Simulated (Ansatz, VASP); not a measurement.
## Rh in VASP and in Ansatz

File INCAR:

```
SYSTEM = Rh
PREC = Accurate ; ENCUT = 520
EDIFF = 1E-6 ; ISMEAR = 0
SIGMA = 0.15 ; LREAL = .False.
LASPH = .True. ; NELM = 80
ALGO = Fast ; ISIF = 2
LWAVE = .False. ; LCHARG = .False.
NBANDS = 14
```

File KPOINTS:

```
Automatic mesh
0
Gamma
  22 22 22
  0 0 0
```

Contents of POSCAR:

```
Rh
1.0
    0.0000000000      1.9015500000      1.9490887500
    1.9015500000      0.0000000000      1.9490887500
    1.9015500000      1.9015500000      0.0000000000
Rh
1
Direct
    0.0000000000      0.0000000000      0.0000000000
```

Input for Ansatz:

```yaml
crystal:
  lattice:
    - [0.0, 1.90155, 1.94908875]
    - [1.90155, 0.0, 1.94908875]
    - [1.90155, 1.90155, 0.0]
  atoms:
    - { symbol: Rh, position: [0.0, 0.0, 0.0] }
basis:
  ecutwfc: 420
kpoints:
  mp_grid: { grid: [22, 22, 22] }
hamiltonian:
  xc: lda
scf:
  occupations: { method: gaussian, width: 0.15 }
output:
  forces: true
  stress: true
  eigenvalues: true
  write_density: true
  write_potential: true
  elf: true
  volumetric_format: npy
```

Change from the starting cell: strain +0.000 along x and y, +0.025 along z, atoms carried along.

Alike in both runs: task single point; functional LDA; k mesh 22 × 22 × 22; occupations gaussian, width 0.15 eV; no spin polarisation.

|  | VASP | Ansatz |
| --- | --- | --- |
| version | VASP 6.6.1 | Ansatz 0.2.0 |
| potentials or method | VASP PAW LDA potentials, release 64 (Rh_pv), cutoff 520 eV | scalar-relativistic, plane waves, PAW |
| valence electrons in the cell | 15 | 17 |

|  | VASP | Ansatz | Ansatz less VASP |
| --- | --- | --- | --- |
| gap on the k mesh at the Fermi level (eV) | none | none | - |
| pressure (GPa) | -16.2 | -17.1 | -0.86 |
| traceless stress, the component that is largest in VASP (GPa) | -3.80 | -3.81 | -0.010 |

LDA's correlation is that of Perdew and Zunger in VASP and of Perdew and Wang (1992) in Ansatz. A gap of «none» marks a metal or a gap that the smearing closes. VASP's potentials hold 15 valence electrons a cell and Ansatz's 17, so a difference there can come from the potentials and not from the codes.
